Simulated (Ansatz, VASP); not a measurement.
Al3GaN4: VASP beside Ansatz

```
CELL_PARAMETERS angstrom
4.23072 0.00000 0.00000
0.00000 4.23072 0.00000
0.00000 0.00000 4.05444
ATOMIC_POSITIONS crystal
Al 0.50000 0.50000 0.00000
Al 0.50000 0.00000 0.50000
Al 0.00000 0.50000 0.50000
Ga 0.00000 0.00000 0.00000
N 0.74471 0.74471 0.25529
N 0.74471 0.25529 0.74471
N 0.25529 0.74471 0.74471
N 0.25529 0.25529 0.25529
```

Change from the starting cell: strain -0.040 along x and y, -0.080 along z, atoms carried along.

Alike in both runs: task single point; functional PBEsol; k mesh 6 × 6 × 6; occupations gaussian, width 0.05 eV; no spin polarisation.

|  | VASP | Ansatz |
| --- | --- | --- |
| version | VASP 6.6.1 | Ansatz 0.2.0 |
| potentials or method | VASP PAW PBE potentials, release 64 (Al, Ga_d, N), cutoff 520 eV | scalar-relativistic, plane waves, PAW |
| valence electrons in the cell | 42 | 42 |

Ansatz gave:

* gap on the k mesh at the Fermi level (eV): 3.17
* least direct gap on the mesh (eV): 3.17
* pressure (GPa): 45.0
* traceless stress, the component that is largest in VASP (GPa): 2.18
* rms of the force components (eV/Å): 0.046

Task: Which values does VASP return?

Result: gap on the k mesh at the Fermi level (eV): 3.16; least direct gap on the mesh (eV): 3.16; pressure (GPa): 45.2; traceless stress, the component that is largest in VASP (GPa): 2.18; rms of the force components (eV/Å): 0.035.

VASP's potentials were made for PBE, not for PBEsol. Atom by atom the forces differ by 0.016 eV/Å (rms over components). Both programs put the cell under a high pressure, so it lies far from rest at this level.
